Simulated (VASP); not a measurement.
# Ag (Im-3m) in VASP: notebook

Ag is run at these levels: r2SCAN; tasks: single point, relaxation of cell and atoms.

Program: VASP 6.6.1. These are calculated values, not measurements. Logs are shortened: lines on timing, memory, paths and dates and some standing lists are left out, and cuts for length are marked.

## 1. The cell of the first run

The structure is cubic, space group Im-3m (No. 229). Conventional cell: a = 3.268 Å, b = 3.268 Å, c = 3.268 Å, α = 90.00°, β = 90.00°, γ = 90.00°. Ag (site symmetry m-3m) has 14 Ag at 2.83 to 3.27 Å within 3.7 Å.

## 2. Single point, r2SCAN

Contents of POSCAR:

```
Ag
1.0
   -1.6341772790      1.6341772790      1.6341772790
    1.6341772790     -1.6341772790      1.6341772790
    1.6341772790      1.6341772790     -1.6341772790
Ag
1
Direct
    0.0000000000      0.0000000000      0.0000000000
```

Contents of INCAR.step1:

```
PREC = Accurate
ENCUT = 520
ISMEAR = 0
SIGMA = 0.1
LREAL = False
LASPH = True
NELM = 80
NBANDS = 12
GGA = PE
ALGO = Normal
EDIFF = 1E-4
LWAVE = True
LCHARG = False
```

Contents of INCAR.step2:

```
PREC = Accurate
ENCUT = 520
EDIFF = 1E-7
ISMEAR = 0
SIGMA = 0.1
LREAL = False
LASPH = True
NELM = 80
ALGO = Normal
ISIF = 2
LWAVE = False
LCHARG = False
METAGGA = R2SCAN
LMIXTAU = True
NBANDS = 12
ISTART = 1
```

Contents of KPOINTS:

```
regular mesh
0
Gamma
  18 18 18
```

Potentials or basis: VASP PAW PBE potentials, release 64 (Ag).

Run with:

```bash
$ cat potpaw_PBE.64/Ag/POTCAR > POTCAR
$ cp INCAR.step1 INCAR
$ mpirun -np 1 vasp_std > vasp.out
$ cp INCAR.step2 INCAR
$ mpirun -np 1 vasp_std > vasp.out
```

OUTCAR:

```text
PREC = Accurate
   ENCUT = 520
   EDIFF = 1E-7
   ISMEAR = 0
   LREAL = False
   LASPH = True
   NELM = 80
   ISIF = 2
   METAGGA = R2SCAN
   ISTART = 1

 ion  position               nearest neighbor table
   1  0.000  0.000  0.000-

  LATTYP: Found a body centered cubic cell.
 ALAT       =     3.2683545580

  Lattice vectors:

 A1 = (  -1.6341772790,   1.6341772790,   1.6341772790)
 A2 = (   1.6341772790,  -1.6341772790,   1.6341772790)
 A3 = (   1.6341772790,   1.6341772790,  -1.6341772790)

Analysis of symmetry for initial positions (statically):
=====================================================================
 Subroutine PRICEL returns:
 Original cell was already a primitive cell.

 Routine SETGRP: Setting up the symmetry group for a
 body centered cubic supercell.

 Subroutine GETGRP returns: Found 48 space group operations
 (whereof 48 operations were pure point group operations)
 out of a pool of 48 trial point group operations.

The static configuration has the point symmetry O_h .

Analysis of symmetry for dynamics (positions and initial velocities):
=====================================================================
 Subroutine PRICEL returns:
 Original cell was already a primitive cell.

 Routine SETGRP: Setting up the symmetry group for a
 body centered cubic supercell.

 Subroutine GETGRP returns: Found 48 space group operations
 (whereof 48 operations were pure point group operations)
 out of a pool of 48 trial point group operations.

The dynamic configuration has the point symmetry O_h .

 Subroutine INISYM returns: Found 48 space group operations
 (whereof 48 operations are pure point group operations),
 and found     1 'primitive' translations

----------------------------------------------------------------------------------------

                                     Primitive cell

  volume of cell :      17.4565

  direct lattice vectors                    reciprocal lattice vectors
    -1.634177279  1.634177279  1.634177279     0.000000000  0.305964357  0.305964357
     1.634177279 -1.634177279  1.634177279     0.305964357  0.000000000  0.305964357
     1.634177279  1.634177279 -1.634177279     0.305964357  0.305964357  0.000000000

  length of vectors
     2.830478076  2.830478076  2.830478076     0.432698943  0.432698943  0.432698943

  position of ions in fractional coordinates (direct lattice)
     0.000000000  0.000000000  0.000000000

  ion indices of the primitive-cell ions
   primitive index   ion index
                 1           1

----------------------------------------------------------------------------------------

 KPOINTS: regular mesh

Automatic generation of k-mesh.
 Grid dimensions read from file:
 generate k-points for:   18   18   18

 Generating k-lattice:

  Cartesian coordinates                     Fractional coordinates (reciprocal lattice)
     0.000000000  0.016998020  0.016998020     0.055555556  0.000000000  0.000000000
     0.016998020  0.000000000  0.016998020     0.000000000  0.055555556  0.000000000
     0.016998020  0.016998020  0.000000000     0.000000000  0.000000000  0.055555556

  Length of vectors
     0.024038830  0.024038830  0.024038830

  Shift w.r.t. Gamma in fractional coordinates (k-lattice)
     0.000000000  0.000000000  0.000000000

 Subroutine IBZKPT returns following result:
 ===========================================

 Found    195 irreducible k-points:

 Following reciprocal coordinates:
            Coordinates               Weight
  0.000000  0.000000  0.000000      1.000000
  0.055556  0.000000  0.000000     12.000000
  0.111111  0.000000  0.000000     12.000000
  0.166667  0.000000  0.000000     12.000000
  0.222222  0.000000  0.000000     12.000000
  0.277778  0.000000  0.000000     12.000000
[... 16 lines left out ...]
  0.333333  0.111111  0.000000     48.000000
  0.388889  0.111111  0.000000     48.000000
 [... further k-points ...]
   k-points           NKPTS =    195   k-points in BZ     NKDIM =    195   number of bands    NBANDS=     12
   number of dos      NEDOS =    301   number of ions     NIONS =      1
   total plane-waves  NPLWV =  13824
   dimension x,y,z NGX =    24 NGY =   24 NGZ =   24
   dimension x,y,z NGXF=    48 NGYF=   48 NGZF=   48
   ions per type =               1
   NGX,Y,Z   is equivalent  to a cutoff of  14.10, 14.10, 14.10 a.u.
   NGXF,Y,Z  is equivalent  to a cutoff of  28.19, 28.19, 28.19 a.u.
 SYSTEM =  unknown system
   PREC   = accura    normal or accurate (medium, high low for compatibility)
   ISTART =      1    job   : 0-new  1-cont  2-samecut
   ICHARG =      0    charge: 1-file 2-atom 10-const
   ISPIN  =      1    spin polarized calculation?
   LNONCOLLINEAR =      F non collinear calculations
   LSORBIT =      F    spin-orbit coupling
   LASPH  =      T    aspherical Exc in radial PAW
   ENCUT  =  520.0 eV  38.22 Ry    6.18 a.u.   5.26  5.26  5.26*2*pi/ulx,y,z
   NELM   =     80;   NELMIN=  2; NELMDL=  0     # of ELM steps
   EDIFF  = 0.1E-06   stopping-criterion for ELM
   LREAL  =      F    real-space projection
   EDIFFG = 0.1E-05   stopping-criterion for IOM
   NSW    =      0    number of steps for IOM
   IBRION =     -1    ionic relax: 0-MD 1-quasi-New 2-CG
   NFREE  =      0    steps in history (QN), initial steepest desc. (CG)
   ISIF   =      2    stress and relaxation
   ISYM   =      2    0-nonsym 1-usesym 2-fastsym
   POTIM  = 0.5000    time-step for ionic-motion
   TEBEG  =    0.0;   TEEND  =   0.0 temperature during run
   PSTRESS=    0.0 pullay stress
   NELECT =      11.0000    total number of electrons
   NUPDOWN=      -1.0000    fix difference up-down
   EMIN   =  10.00;   EMAX   =-10.00  energy-range for DOS
   EFERMI =   0.00;   METHOD = LEGACY
   ISMEAR =     0;   SIGMA  =   0.10  broadening in eV -4-tet -1-fermi 0-gaus
   EFERMI_NEDOS =   21; number of points for ismear=-14 and -15
   IALGO  =     38    algorithm
   IMIX   =      4    mixing-type and parameters
     AMIX     =   0.40;   BMIX     =  1.00
     AMIX_MAG =   1.60;   BMIX_MAG =  1.00
  volume/ion in A,a.u.               =      17.46       117.80
  Fermi-wavevector in a.u.,A,eV,Ry     =   1.403524  2.652276 26.801846  1.969880
  Thomas-Fermi vector in A             =   2.526177
   LORBIT       =      0    0 simple, 1 ext, 2 COOP (PROOUT), +10 PAW based schemes
   METAGGA = R2SCAN    functional components
   LHFCALC =     F    Hartree Fock is set to
   AEXX    =    0.0000 exact exchange contribution
   IVDW    =     0    specifies the selected vdW correction
   LEPSILON=     F    determine dielectric tensor
   LRPA    =     F    only Hartree local field effects (RPA)
 non-spin polarized calculation
 Gauss-broadening in eV      SIGMA  =   0.10
  energy-cutoff  :      520.00
  volume of cell :       17.46
 maximum number of plane-waves:       480
 NGX is ok and might be reduce to    24
   NGX = 11   NGY = 11   NGZ = 11

 number of electron      11.0000003 magnetization

 Free energy of the ion-electron system (eV)
  ---------------------------------------------------
  ext. energy  EPLUGINS =         0.00000000
  ---------------------------------------------------
  free energy    TOTEN  =       -21.32043307 eV

  energy without entropy =      -21.31827625  energy(sigma->0) =      -21.31935466

 E-fermi :   8.1447     XC(G=0): -12.8013

 val. band max:        8.1396245658   @ k =  -0.3889   0.4444   0.1111
 cond. band min:       8.1805484139   @ k =   0.5000   0.0000   0.0000
 fundamental gap:      0.0409238481
 Fermi energy:         8.1447499957

 k-point     1 :       0.0000    0.0000    0.0000
  band No.  band energies     occupation
      1       0.3421      2.00000
      2       2.9459      2.00000
      3       2.9459      2.00000
      4       2.9459      2.00000
      5       4.2510      2.00000
      6       4.2510      2.00000
      7      26.7445      0.00000
      8      26.7445      0.00000
      9      26.7445      0.00000
     10      32.8580      0.00000
     11      32.8580      0.00000
     12      32.8580      0.00000

 k-point     2 :       0.0556    0.0000    0.0000
  band No.  band energies     occupation
      1       0.4459      2.00000
      2       2.9212      2.00000
      3       2.9504      2.00000
      4       3.0041      2.00000
      5       4.2237      2.00000
      6       4.2527      2.00000
      7      26.4633      0.00000
      8      26.7097      0.00000
      9      26.8090      0.00000
     10      31.4211      0.00000
     11      31.5817      0.00000
     12      32.1502      0.00000

 k-point     3 :       0.1111    0.0000    0.0000
  band No.  band energies     occupation
      1       0.7450      2.00000
      2       2.8504      2.00000
      3       2.9670      2.00000
      4       3.1744      2.00000
      5       4.1565      2.00000
      6       4.2582      2.00000
      7      25.4849      0.00000
      8      26.4653      0.00000
      9      26.9909      0.00000
     10      30.2449      0.00000
     11      30.4657      0.00000
     12      30.7118      0.00000
[... 286 lines left out ...]
 k-point    23 :       0.3333    0.1111    0.0000
  band No.  band energies     occupation
      1       1.8122      2.00000
      2       2.3277      2.00000
      3       3.9949      2.00000
      4       4.1656      2.00000
      5       4.6107      2.00000
      6       7.0302      2.00000
      7      15.0768      0.00000
      8      20.8730      0.00000
      9      23.1522      0.00000
     10      28.6456      0.00000
     11      31.7091      0.00000
     12      32.7035      0.00000

 k-point    24 :       0.3889    0.1111    0.0000
  band No.  band energies     occupation
      1       1.7254      2.00000
      2       2.2693      2.00000
      3       4.0973      2.00000
      4       4.1971      2.00000
      5       4.8267      2.00000
      6       8.2862      0.04538
      7      13.2560      0.00000
      8      20.4905      0.00000
      9      22.6978      0.00000
     10      28.8005      0.00000
     11      31.7362      0.00000
     12      32.8544      0.00000

 [... further k-points ...]
[... 5 lines left out ...]
  --------------------------------------------------------------------------------------
  -------------------------------------------------------------------------------------
  Total        0.0142178      0.0142178      0.0142178     -0.0000000      0.0000000      0.0000000
  in kB        1.3049237      1.3049237      1.3049237     -0.0000000      0.0000000      0.0000000
  external PRESSURE =       1.3049237 kB  Pullay stress =       0.0000000 kB

 VOLUME and BASIS-vectors are now :
 -----------------------------------------------------------------------------
  energy-cutoff  :      520.00
  volume of cell :       17.46
      direct lattice vectors                 reciprocal lattice vectors
    -1.634177279  1.634177279  1.634177279     0.000000000  0.305964357  0.305964357
     1.634177279 -1.634177279  1.634177279     0.305964357  0.000000000  0.305964357
     1.634177279  1.634177279 -1.634177279     0.305964357  0.305964357  0.000000000

 POSITION                                       TOTAL-FORCE (eV/Angst)
 -----------------------------------------------------------------------------------
      0.00000      0.00000      0.00000         0.000000      0.000000     -0.000000
 -----------------------------------------------------------------------------------
    total drift:                                0.000000      0.000000     -0.000000

  FREE ENERGIE OF THE ION-ELECTRON SYSTEM (eV)
  ---------------------------------------------------
  free  energy   TOTEN  =       -21.3204330700 eV

  energy  without entropy=      -21.3182762534  energy(sigma->0) =      -21.31935466
```

It took 55 s on 1 thread of Intel Xeon 6975P-C (Granite Rapids), shared host; peak memory 0.17 GiB.

What came out:

| Item | Value |
| --- | --- |
| Free energy | -21.3204 eV |
| Pressure | 0.1 GPa |

Caveat: the PAW data sets were made with another functional, which shifts forces and pressure a little.

## 3. Relaxation of cell and atoms, r2SCAN

Contents of POSCAR:

```
Ag
1.0
   -1.6334119926      1.6334119926      1.6334119926
    1.6334119926     -1.6334119926      1.6334119926
    1.6334119926      1.6334119926     -1.6334119926
Ag
1
Direct
    0.0000000000      0.0000000000      0.0000000000
```

Contents of INCAR.step1:

```
PREC = Accurate
ENCUT = 600
ISMEAR = 0
SIGMA = 0.1
LREAL = False
LASPH = True
NELM = 60
GGA = PE
ALGO = Normal
EDIFF = 1E-4
LWAVE = True
LCHARG = False
```

Contents of INCAR.step2:

```
PREC = Accurate
ENCUT = 600
EDIFF = 1E-7
ISMEAR = 0
SIGMA = 0.1
LREAL = False
LASPH = True
NELM = 60
ALGO = Normal
ISIF = 3
LWAVE = False
LCHARG = False
METAGGA = R2SCAN
LMIXTAU = True
IBRION = 2
NSW = 80
EDIFFG = -0.01
ISTART = 1
```

Contents of KPOINTS:

```
Automatic mesh
0
Gamma
  18 18 18
```

Potentials or basis: VASP PAW PBE potentials, release 64 (Ag).

Run with:

```bash
$ cat potpaw_PBE.64/Ag/POTCAR > POTCAR
$ cp INCAR.step1 INCAR
$ mpirun -np 1 vasp_std > vasp.out
$ cp INCAR.step2 INCAR
$ mpirun -np 1 vasp_std > vasp.out
```

OUTCAR:

```text
PREC = Accurate
   ENCUT = 600
   EDIFF = 1E-7
   ISMEAR = 0
   LREAL = False
   LASPH = True
   NELM = 60
   ISIF = 3
   METAGGA = R2SCAN
   IBRION = 2
   NSW = 80
   EDIFFG = -0.01
   ISTART = 1

 ion  position               nearest neighbor table
   1  0.000  0.000  0.000-

  LATTYP: Found a body centered cubic cell.
 ALAT       =     3.2668239852

  Lattice vectors:

 A1 = (  -1.6334119926,   1.6334119926,   1.6334119926)
 A2 = (   1.6334119926,  -1.6334119926,   1.6334119926)
 A3 = (   1.6334119926,   1.6334119926,  -1.6334119926)

Analysis of symmetry for initial positions (statically):
=====================================================================
 Subroutine PRICEL returns:
 Original cell was already a primitive cell.

 Routine SETGRP: Setting up the symmetry group for a
 body centered cubic supercell.

 Subroutine GETGRP returns: Found 48 space group operations
 (whereof 48 operations were pure point group operations)
 out of a pool of 48 trial point group operations.

The static configuration has the point symmetry O_h .

Analysis of symmetry for dynamics (positions and initial velocities):
[... 166 lines left out ...]
  Total        0.0298059      0.0298059      0.0298059     -0.0000000     -0.0000000      0.0000000
  in kB        2.7394613      2.7394613      2.7394613     -0.0000000     -0.0000000      0.0000000
  external PRESSURE =       2.7394613 kB  Pullay stress =       0.0000000 kB
[... 57 lines left out ...]
--------------------------------------- Ionic step        3  -------------------------------------------

 number of electron      11.0000003 magnetization

 Free energy of the ion-electron system (eV)
  ---------------------------------------------------
  ext. energy  EPLUGINS =         0.00000000
  ---------------------------------------------------
  free energy    TOTEN  =       -21.32012473 eV

  energy without entropy =      -21.31799000  energy(sigma->0) =      -21.31905736

 E-fermi :   8.1297     XC(G=0): -12.7919

 val. band max:        8.1244702768   @ k =  -0.3889   0.4444   0.1111
 cond. band min:       8.1687312823   @ k =   0.5000   0.0000   0.0000
 fundamental gap:      0.0442610056
 Fermi energy:         8.1297068421

 k-point     1 :       0.0000    0.0000    0.0000
  band No.  band energies     occupation
      1       0.3361      2.00000
      2       2.9341      2.00000
      3       2.9341      2.00000
      4       2.9341      2.00000
      5       4.2365      2.00000
      6       4.2365      2.00000
      7      26.7249      0.00000
      8      26.7249      0.00000
      9      26.7249      0.00000
[... 265 lines left out ...]
 k-point    24 :       0.3889    0.1111    0.0000
  band No.  band energies     occupation
      1       1.7167      2.00000
      2       2.2591      2.00000
      3       4.0835      2.00000
      4       4.1829      2.00000
      5       4.8114      2.00000
      6       8.2718      0.04442
      7      13.2334      0.00000
      8      20.4668      0.00000
      9      22.6727      0.00000

 [... further k-points ...]
[... 5 lines left out ...]
  --------------------------------------------------------------------------------------
  -------------------------------------------------------------------------------------
  Total        0.0018837      0.0018837      0.0018837      0.0000000      0.0000000     -0.0000000
  in kB        0.1726794      0.1726794      0.1726794      0.0000000      0.0000000     -0.0000000
  external PRESSURE =       0.1726794 kB  Pullay stress =       0.0000000 kB
[... 16 lines left out ...]
  FREE ENERGIE OF THE ION-ELECTRON SYSTEM (eV)
  ---------------------------------------------------
  free  energy   TOTEN  =       -21.3201247333 eV

  energy  without entropy=      -21.3179899961  energy(sigma->0) =      -21.31905736

 reached required accuracy - stopping structural energy minimisation
```

OSZICAR.step1:

```text
N       E                     dE             d eps       ncg     rms          rms(c)
DAV:   1     0.502673255717E+02    0.50267E+02   -0.61930E+03  3574   0.124E+03
DAV:   2    -0.251889193104E+01   -0.52786E+02   -0.50262E+02  3617   0.222E+02
DAV:   3    -0.292352576813E+01   -0.40463E+00   -0.40444E+00  4018   0.242E+01
DAV:   4    -0.292448870668E+01   -0.96294E-03   -0.96291E-03  3806   0.110E+00
DAV:   5    -0.292449626712E+01   -0.75604E-05   -0.75598E-05  3379   0.912E-02    0.492E+00
DAV:   6    -0.268656741700E+01    0.23793E+00   -0.11688E+00  3547   0.116E+01    0.328E+00
DAV:   7    -0.267953011123E+01    0.70373E-02   -0.74697E-03  3750   0.980E-01    0.185E+00
DAV:   8    -0.267674891609E+01    0.27812E-02   -0.71772E-04  3758   0.279E-01    0.568E-02
DAV:   9    -0.267675920328E+01   -0.10287E-04   -0.69813E-06  1834   0.277E-02
   1 F= -.26767592E+01 E0= -.26753770E+01  d E =-.276442E-02
```

Run time: 1.7 min. Hardware: 1 thread of Intel Xeon 6975P-C (Granite Rapids), shared host; peak memory 0.18 GiB.

What came out:

```
Free energy                            : -21.3201 eV
Relaxed volume                         : 17.48 Å³/atom
Relaxed cell                           : a = 2.832 Å, b = 2.832 Å, c = 2.832 Å, α = 109.47°, β = 109.47°, γ = 109.47°
Space group after relaxing (to 0.05 Å) : Im-3m (No. 229)
Energy gained by relaxing              : 0.0 meV/atom
Ionic steps                            : 3
Pressure after relaxing                : 0.0 GPa
```

Final structure:
```cif
data_structure
_symmetry_space_group_name_H-M 'P 1'
_symmetry_Int_Tables_number 1
_cell_length_a 2.8316
_cell_length_b 2.8316
_cell_length_c 2.8316
_cell_angle_alpha 109.471
_cell_angle_beta 109.471
_cell_angle_gamma 109.471
_cell_volume 17.48
loop_
_atom_site_label
_atom_site_type_symbol
_atom_site_fract_x
_atom_site_fract_y
_atom_site_fract_z
_atom_site_occupancy
Ag1 Ag 0.00000 0.00000 0.00000 1
```

Caveat: the PAW data sets were made with another functional, which shifts forces and pressure a little.
